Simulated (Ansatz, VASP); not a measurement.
## One calculation of Nb, two programs

```
CELL_PARAMETERS angstrom
-1.65113 1.65113 1.65113
1.65113 -1.65113 1.65113
1.65113 1.65113 -1.65113
ATOMIC_POSITIONS crystal
Nb 0.00000 0.00000 0.00000
```

Alike in both runs: task single point; functional r2SCAN; k mesh 13 × 13 × 13; occupations fermi-dirac, width 0.2 eV; no spin polarisation.

```csv
,VASP,Ansatz
version,VASP 6.6.1,Ansatz 0.2.0
potentials or method,"VASP PAW PBE potentials, release 64 (Nb_sv), cutoff 520 eV","plane waves (500 eV) with PAW, scalar-relativistic"
valence electrons in the cell,13,13
```

```csv
,VASP,Ansatz,Ansatz less VASP
pressure (GPa),0.7,0.9,+0.17
```

VASP's potentials were made for PBE, not for r2SCAN.
